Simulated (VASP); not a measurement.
Crystal: Ni.

```
Ni
1.0
    -1.38588    1.38588    1.30428
     1.38588   -1.38588    1.30428
     1.38588    1.38588   -1.30428
Ni
1
Direct
  0.00000 0.00000 0.00000
```

Base run:

```yaml
Program: VASP 6.6.1
Functional: PBEsol
Potentials_or_basis: VASP PAW PBE potentials, release 64 (Ni_sv_GW)
Cutoff: 590 eV
k_mesh: 10 × 10 × 10
Occupations: gaussian, width 0.1 eV
Spin: collinear spin, ferromagnetic start
Starting_moments: "[2.0] μB"
```

Its results: pressure 5.9 GPa; net moment 0.39 μB per cell; site moments Ni +0.41 μB.

**Question.** The run is repeated on the same cell with these changes: potentials or basis from VASP PAW PBE potentials, release 64 (Ni_sv_GW) to VASP PAW PBE potentials, release 64 (Ni); cutoff from 590 eV to 520 eV; further incar settings from ALGO = Normal; EDIFF = 1e-06; NBANDS = 19 to ALGO = Normal; EDIFF = 1e-06; NBANDS = 15; valence electrons from 18 to 10. What comes out?

**Answer.** Pressure 9.7 GPa; net moment 0.37 μB per cell; site moments Ni +0.37 μB.

Caveats: the PAW data sets were made with another functional, which shifts forces and pressure a little.
